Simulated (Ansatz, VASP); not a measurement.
GaP in VASP and in Ansatz

```
Ga P
1.0
     0.00000    2.57906    2.57906
     2.57906    0.00000    2.57906
     2.57906    2.57906    0.00000
Ga P
1 1
Direct
  0.00000 0.00000 0.00000
  0.50000 0.50000 0.50000
```

Alike in both runs: task relaxation of cell and atoms; functional PBE; k mesh 18 × 18 × 18; occupations gaussian, width 0.1 eV; no spin polarisation.

|  | VASP | Ansatz |
| --- | --- | --- |
| version | VASP 6.6.1 | Ansatz 0.2.0 |
| potentials or method | VASP PAW PBE potentials, release 64 (Ga_d, P), cutoff 600 eV | scalar-relativistic, plane waves, PAW |
| valence electrons in the cell | 18 | 18 |

```tsv
	VASP	Ansatz	Ansatz less VASP
gap on the k mesh at the Fermi level, each at its own relaxed structure (eV)	none	none	-
relaxed volume (Å³/atom)	17.15	17.15	0.000
relaxed cell length with the largest relative difference (Å)	3.647	3.647	0.0000
```

A gap of «none» marks a metal or a gap that the smearing closes.

Noted on VASP's run: the relaxation stopped at its first step, so nothing moved.
